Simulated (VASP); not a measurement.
Crystal: Ta3Cu.

```xyz
4
Lattice="-2.0459 2.0459 4.2907 2.0459 -2.0459 4.2907 2.0459 2.0459 -4.2907" Properties=species:S:1:pos:R:3 pbc="T T T"
Ta    0.0000    0.0000    4.2907
Ta    2.0459    0.0000    2.1454
Ta    0.0000    2.0459    2.1454
Cu    0.0000    0.0000    0.0000
```

Base run:

- Program: VASP 6.6.1
- Functional: LDA
- Potentials or basis: VASP PAW LDA potentials, release 64 (Ta_pv, Cu)
- Cutoff: 520 eV
- k mesh: 9 × 9 × 9
- Occupations: fermi-dirac, width 0.05 eV
- Spin: no spin polarisation

Its results: band gap on the k mesh zero (bands 22 and 23 overlap by 1.22 eV); pressure -19.0 GPa.

Question: The run is repeated on the same cell with these changes: functional from LDA to PBE; potentials or basis from VASP PAW LDA potentials, release 64 (Ta_pv, Cu) to VASP PAW PBE potentials, release 64 (Ta_pv, Cu). What comes out?

Answer: Band gap on the k mesh zero (bands 22 and 23 overlap by 1.20 eV); pressure -8.9 GPa.

Caveats: the cell stands under tension; spin-orbit coupling is left out, which moves the levels of the heavy elements.
